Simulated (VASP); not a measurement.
# K: relaxation of cell and atoms with PBE

Crystal: K.

```
K
1.0
    -2.16139    2.16139    2.16139
     2.16139   -2.16139    2.16139
     2.16139    2.16139   -2.16139
K
1
Direct
  0.00000 0.00000 0.00000
```

```json
{
  "Program": "VASP 6.6.1",
  "Task": "relaxation of cell and atoms",
  "Functional": "PBE",
  "Potentials or basis": "VASP PAW PBE potentials, release 64 (K_sv)",
  "Cutoff": "600 eV",
  "k mesh": "14 × 14 × 14",
  "Occupations": "gaussian, width 0.1 eV",
  "Spin": "no spin polarisation",
  "Target pressure": "10 GPa",
  "Dipole correction": "no",
  "Further INCAR settings": "ALGO = Fast; EDIFF = 1e-06; IBRION = 2; EDIFFG = -0.008; NSW = 70; ISIF = 3"
}
```

| Quantity | Value |
| --- | --- |
| Relaxed volume | 35.64 Å³/atom |
| Relaxed cell | a = 3.591 Å, b = 3.591 Å, c = 3.591 Å, α = 109.47°, β = 109.47°, γ = 109.47° |
| Space group after relaxing (to 0.1 Å) | Im-3m (No. 229) |
| Energy change on relaxing (the run minimises the enthalpy) | +243.4 meV/atom |
| Ionic steps | 2 |
| Pressure after relaxing | 10.0 GPa |
| Band gap on the k mesh | zero (an odd number of electrons rules out a gap without spin polarisation) |

The path:
| step | energy change (eV) | largest force (eV/Å) | pressure (GPa) | volume (Å³) |
| --- | --- | --- | --- | --- |
| 1 | 0.0000 | 0.0000 | 6.64 | 40.39 |
| 2 | 0.2434 | 0.0000 | 10.00 | 35.64 |

Final structure:
```yaml
crystal:
  lattice:
    - [-2.07312, 2.07312, 2.07312]
    - [2.07312, -2.07312, 2.07312]
    - [2.07312, 2.07312, -2.07312]
  atoms:
    - { symbol: K, position: [0.00000, 0.00000, 0.00000] }
```

Levels at points of the mesh, in eV from the Fermi level:
```tsv
k point	band 1	band 2	band 3	band 4	band 5	band 6	band 7	band 8
(0.00, 0.00, 0.00)	-32.24	-15.43	-15.43	-15.43	-3.30	4.64	4.64	4.64
(0.50, 0.00, 0.00)	-32.14	-16.09	-15.62	-15.44	0.00	1.56	2.90	6.24
(0.50, 0.50, 0.50)	-32.08	-15.86	-15.86	-15.86	0.66	0.66	6.23	6.23
```

Wall time 95 s on 1 thread of Intel(R) Xeon(R) Platinum 8259CL CPU @ 2.50GHz (Skylake/Cascade Lake), on a shared host, peak memory 0.2 GiB.

Caveat: the cell is relaxed towards a set pressure, so the run minimises the enthalpy, not the energy.
